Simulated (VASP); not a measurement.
Runs of VASP 6.6.1 on BeTe. The structure is that of space group F-43m (No. 216), or close to it. The cells are those of the table. 

```csv
cell,gap on the mesh (eV),pressure (GPa)
"a = 3.923 Å, angles 60.0°, 2 atoms",(c),(b)
"a = 4.083 Å, angles 60.0°, 2 atoms",2.15,-2.8
"a = 4.134 Å, angles 60.0°, 2 atoms",(a),-4.4
"a = 3.964 Å, angles 60.0°, 2 atoms",1.94,2.0
"a = 4.045 Å, angles 60.0°, 2 atoms",2.08,-1.5
```

Alike in all rows: task single point; level PBE; potentials or basis VASP PAW PBE potentials, release 64 (Be, Te); no spin polarisation; k mesh 8 × 8 × 8; cutoff (eV) 600; smearing gaussian 0.02 eV.

**Question.** Fill in the values left out.

**Answer.** (a) 2.22; (b) 4.1; (c) 1.86.

Caveats: spin-orbit coupling is left out, which moves the levels of the heavy elements.

A k mesh can miss the band edges, and the runs leave out spin-orbit coupling on Te.
